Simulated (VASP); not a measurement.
# La in VASP: further runs

The runs below take La through single point, with PBEsol, PBE.

Everything below comes from runs of VASP 6.6.1. Logs are shortened: lines on timing, memory, paths and dates and some standing lists are left out, and cuts for length are marked.

### Step 1. The cell of the first run

The structure is tetragonal, space group I4/mmm (No. 139). The conventional cell has a = 4.205 Å, b = 4.205 Å, c = 4.248 Å, α = 90.00°, β = 90.00°, γ = 90.00°. Within 4.8 Å of La (site symmetry 4/mmm) lie 14 La at 3.65 to 4.25 Å.

### Step 2. Single point, PBEsol

INCAR

```
PREC     = Accurate       # precision mode
ENCUT    = 520            # plane-wave cutoff, eV
EDIFF    = 1E-7           # SCF threshold, eV
ISMEAR   = -1             # smearing method
SIGMA    = 0.05           # smearing width, eV
LREAL    = False          # projectors in reciprocal space
LASPH    = True           # aspherical terms in the spheres
NELM     = 100            # most SCF steps
ALGO     = Normal         # electronic algorithm
ISIF     = 2              # what is computed and relaxed
LWAVE    = False          # write WAVECAR
LCHARG   = False          # write CHGCAR
GGA      = PS             # functional
NBANDS   = 12             # bands
```

KPOINTS

```
regular mesh
0
Gamma
  8 8 8
```

POSCAR

```
La
1.0
   -2.1025927603      2.1025927603      2.1238310710
    2.1025927603     -2.1025927603      2.1238310710
    2.1025927603      2.1025927603     -2.1238310710
La
1
Direct
    0.0000000000      0.0000000000      0.0000000000
```

Potentials or basis: VASP PAW PBE potentials, release 64 (La).

On the command line:

```
cat potpaw_PBE.64/La/POTCAR > POTCAR
mpirun -np 1 vasp_std > vasp.out
```

OUTCAR:

```text
PREC = Accurate
   ENCUT = 520
   EDIFF = 1E-7
   ISMEAR = -1
   LREAL = False
   LASPH = True
   NELM = 100
   ISIF = 2
   GGA = PS

 ion  position               nearest neighbor table
   1  0.000  0.000  0.000-

  LATTYP: Found a body centered tetragonal cell.
 ALAT       =     4.2051855206
 C/A-ratio  =     1.0101010101

  Lattice vectors:

 A1 = (  -2.1025927603,   2.1025927603,   2.1238310710)
 A2 = (   2.1025927603,  -2.1025927603,   2.1238310710)
 A3 = (   2.1025927603,   2.1025927603,  -2.1238310710)

Analysis of symmetry for initial positions (statically):
=====================================================================
 Subroutine PRICEL returns:
 Original cell was already a primitive cell.

 Routine SETGRP: Setting up the symmetry group for a
 body centered tetragonal supercell.

 Subroutine GETGRP returns: Found 16 space group operations
 (whereof 16 operations were pure point group operations)
 out of a pool of 16 trial point group operations.

The static configuration has the point symmetry D_4h.

Analysis of symmetry for dynamics (positions and initial velocities):
=====================================================================
 Subroutine PRICEL returns:
 Original cell was already a primitive cell.

 Routine SETGRP: Setting up the symmetry group for a
 body centered tetragonal supercell.

 Subroutine GETGRP returns: Found 16 space group operations
 (whereof 16 operations were pure point group operations)
 out of a pool of 16 trial point group operations.

The dynamic configuration has the point symmetry D_4h.

 Subroutine INISYM returns: Found 16 space group operations
 (whereof 16 operations are pure point group operations),
 and found     1 'primitive' translations

----------------------------------------------------------------------------------------

                                     Primitive cell

  volume of cell :      37.5569

  direct lattice vectors                    reciprocal lattice vectors
    -2.102592760  2.102592760  2.123831071     0.000000000  0.237801637  0.235423620
     2.102592760 -2.102592760  2.123831071     0.237801637  0.000000000  0.235423620
     2.102592760  2.102592760 -2.123831071     0.237801637  0.237801637  0.000000000

  length of vectors
     3.654100580  3.654100580  3.654100580     0.334625013  0.334625013  0.336302300

  position of ions in fractional coordinates (direct lattice)
     0.000000000  0.000000000  0.000000000

  ion indices of the primitive-cell ions
   primitive index   ion index
                 1           1

----------------------------------------------------------------------------------------

 KPOINTS: regular mesh

Automatic generation of k-mesh.
 Grid dimensions read from file:
 generate k-points for:    8    8    8

 Generating k-lattice:

  Cartesian coordinates                     Fractional coordinates (reciprocal lattice)
     0.000000000  0.029725205  0.029427953     0.125000000  0.000000000  0.000000000
     0.029725205  0.000000000  0.029427953     0.000000000  0.125000000  0.000000000
     0.029725205  0.029725205  0.000000000     0.000000000  0.000000000  0.125000000

  Length of vectors
     0.041828127  0.041828127  0.042037787

  Shift w.r.t. Gamma in fractional coordinates (k-lattice)
     0.000000000  0.000000000  0.000000000

 Subroutine IBZKPT returns following result:
 ===========================================

 Found     59 irreducible k-points:

 Following reciprocal coordinates:
            Coordinates               Weight
  0.000000  0.000000  0.000000      1.000000
  0.125000 -0.000000  0.000000      8.000000
  0.250000 -0.000000  0.000000      8.000000
  0.375000  0.000000  0.000000      8.000000
  0.500000 -0.000000  0.000000      4.000000
  0.125000  0.125000  0.000000      8.000000
[... 16 lines left out ...]
  0.250000  0.125000  0.125000     16.000000
  0.375000  0.125000  0.125000      8.000000
 [... further k-points ...]
   k-points           NKPTS =     59   k-points in BZ     NKDIM =     59   number of bands    NBANDS=     12
   number of dos      NEDOS =    301   number of ions     NIONS =      1
   total plane-waves  NPLWV =  21952
   dimension x,y,z NGX =    28 NGY =   28 NGZ =   28
   dimension x,y,z NGXF=    56 NGYF=   56 NGZF=   56
   ions per type =               1
   NGX,Y,Z   is equivalent  to a cutoff of  12.74, 12.74, 12.74 a.u.
   NGXF,Y,Z  is equivalent  to a cutoff of  25.48, 25.48, 25.48 a.u.
 SYSTEM =  unknown system
   PREC   = accura    normal or accurate (medium, high low for compatibility)
   ISTART =      0    job   : 0-new  1-cont  2-samecut
   ICHARG =      2    charge: 1-file 2-atom 10-const
   ISPIN  =      1    spin polarized calculation?
   LNONCOLLINEAR =      F non collinear calculations
   LSORBIT =      F    spin-orbit coupling
   LASPH  =      T    aspherical Exc in radial PAW
   ENCUT  =  520.0 eV  38.22 Ry    6.18 a.u.   6.79  6.79  6.79*2*pi/ulx,y,z
   NELM   =    100;   NELMIN=  2; NELMDL= -5     # of ELM steps
   EDIFF  = 0.1E-06   stopping-criterion for ELM
   LREAL  =      F    real-space projection
   EDIFFG = 0.1E-05   stopping-criterion for IOM
   NSW    =      0    number of steps for IOM
   IBRION =     -1    ionic relax: 0-MD 1-quasi-New 2-CG
   NFREE  =      0    steps in history (QN), initial steepest desc. (CG)
   ISIF   =      2    stress and relaxation
   ISYM   =      2    0-nonsym 1-usesym 2-fastsym
   POTIM  = 0.5000    time-step for ionic-motion
   TEBEG  =    0.0;   TEEND  =   0.0 temperature during run
   PSTRESS=    0.0 pullay stress
   NELECT =      11.0000    total number of electrons
   NUPDOWN=      -1.0000    fix difference up-down
   EMIN   =  10.00;   EMAX   =-10.00  energy-range for DOS
   EFERMI =   0.00;   METHOD = LEGACY
   ISMEAR =    -1;   SIGMA  =   0.05  broadening in eV -4-tet -1-fermi 0-gaus
   EFERMI_NEDOS =   21; number of points for ismear=-14 and -15
   IALGO  =     38    algorithm
   IMIX   =      4    mixing-type and parameters
     AMIX     =   0.40;   BMIX     =  1.00
     AMIX_MAG =   1.60;   BMIX_MAG =  1.00
  volume/ion in A,a.u.               =      37.56       253.45
  Fermi-wavevector in a.u.,A,eV,Ry     =   1.087199  2.054508 16.082103  1.182001
  Thomas-Fermi vector in A             =   2.223353
   LORBIT       =      0    0 simple, 1 ext, 2 COOP (PROOUT), +10 PAW based schemes
   GGA     = PS    functional components
   LHFCALC =     F    Hartree Fock is set to
   AEXX    =    0.0000 exact exchange contribution
   IVDW    =     0    specifies the selected vdW correction
   LEPSILON=     F    determine dielectric tensor
   LRPA    =     F    only Hartree local field effects (RPA)
 non-spin polarized calculation
  energy-cutoff  :      520.00
  volume of cell :       37.56
 maximum number of plane-waves:      1048
   NGX = 13   NGY = 13   NGZ = 13

 number of electron      11.0000000 magnetization

 Free energy of the ion-electron system (eV)
  ---------------------------------------------------
  ext. energy  EPLUGINS =         0.00000000
  ---------------------------------------------------
  free energy    TOTEN  =        -5.21051942 eV

  energy without entropy =       -5.18607936  energy(sigma->0) =       -5.19829939

 E-fermi :   7.6056     XC(G=0):  -9.6382

 val. band max:        7.6021186214   @ k =   0.3750   0.0000   0.0000
 cond. band min:       7.6103997207   @ k =  -0.3750   0.5000   0.1250
 fundamental gap:      0.0082810993
 Fermi energy:         7.6056075664

 k-point     1 :       0.0000    0.0000    0.0000
  band No.  band energies     occupation
      1     -25.2588      2.00000
      2      -8.2020      2.00000
      3      -8.2020      2.00000
      4      -8.2014      2.00000
      5       4.3663      2.00000
      6       9.0522      0.00000
      7       9.0522      0.00000
      8       9.1331      0.00000
      9       9.1433      0.00000
     10       9.1511      0.00000
     11       9.1511      0.00000
     12       9.8672      0.00000

 k-point     2 :       0.1250   -0.0000    0.0000
  band No.  band energies     occupation
      1     -25.2302      2.00000
      2      -8.4238      2.00000
      3      -8.2666      2.00000
      4      -8.2038      2.00000
      5       4.8333      2.00000
      6       8.5614      0.00000
      7       8.5878      0.00000
      8       9.1261      0.00000
      9       9.2464      0.00000
     10       9.4402      0.00000
     11       9.4816      0.00000
     12       9.8354      0.00000

 k-point     3 :       0.2500   -0.0000    0.0000
  band No.  band energies     occupation
      1     -25.1601      2.00000
      2      -8.9211      2.00000
      3      -8.4179      2.00000
      4      -8.2093      2.00000
      5       5.7421      2.00000
      6       8.0195      0.00051
      7       8.2187      0.00001
      8       9.1105      0.00000
      9       9.4004      0.00000
     10       9.5381      0.00000
     11       9.6595      0.00000
     12       9.7938      0.00000
[... 286 lines left out ...]
 k-point    23 :       0.2500    0.1250    0.1250
  band No.  band energies     occupation
      1     -25.0726      2.00000
      2      -9.3132      2.00000
      3      -8.6366      2.00000
      4      -8.4109      2.00000
      5       6.8754      2.00000
      6       7.5162      1.71357
      7       8.2590      0.00000
      8       9.4084      0.00000
      9       9.5262      0.00000
     10       9.6222      0.00000
     11       9.6431      0.00000
     12       9.7926      0.00000

 k-point    24 :       0.3750    0.1250    0.1250
  band No.  band energies     occupation
      1     -25.0499      2.00000
      2      -9.3687      2.00000
      3      -8.7711      2.00000
      4      -8.4242      2.00000
      5       6.7600      2.00000
      6       7.4620      1.89295
      7       9.0625      0.00000
      8       9.4018      0.00000
      9       9.4699      0.00000
     10       9.6608      0.00000
     11       9.7402      0.00000
     12       9.7847      0.00000

 [... further k-points ...]
[... 5 lines left out ...]
  --------------------------------------------------------------------------------------
  -------------------------------------------------------------------------------------
  Total       -0.5348370     -0.5348370     -0.4339177      0.0000000     -0.0000000      0.0000000
  in kB      -22.8161161    -22.8161161    -18.5109050      0.0000000     -0.0000000      0.0000000
  external PRESSURE =     -21.3810457 kB  Pullay stress =       0.0000000 kB

 VOLUME and BASIS-vectors are now :
 -----------------------------------------------------------------------------
  energy-cutoff  :      520.00
  volume of cell :       37.56
      direct lattice vectors                 reciprocal lattice vectors
    -2.102592760  2.102592760  2.123831071     0.000000000  0.237801637  0.235423620
     2.102592760 -2.102592760  2.123831071     0.237801637  0.000000000  0.235423620
     2.102592760  2.102592760 -2.123831071     0.237801637  0.237801637  0.000000000

 POSITION                                       TOTAL-FORCE (eV/Angst)
 -----------------------------------------------------------------------------------
      0.00000      0.00000      0.00000         0.000000      0.000000      0.000000
 -----------------------------------------------------------------------------------
    total drift:                                0.000000      0.000000     -0.000000

  FREE ENERGIE OF THE ION-ELECTRON SYSTEM (eV)
  ---------------------------------------------------
  free  energy   TOTEN  =        -5.2105194174 eV

  energy  without entropy=       -5.1860793571  energy(sigma->0) =       -5.19829939
```

Run time: 67 s. Hardware: 1 thread of AMD EPYC 7R13, shared host; peak memory 0.16 GiB.

Results:

```
Free energy : -5.2105 eV
Pressure    : -2.1 GPa
```

Caveat: the PAW data sets were made with another functional, which shifts forces and pressure a little; spin-orbit coupling is left out, which moves the levels of the heavy elements.

(Continued in part 2 of 2.)
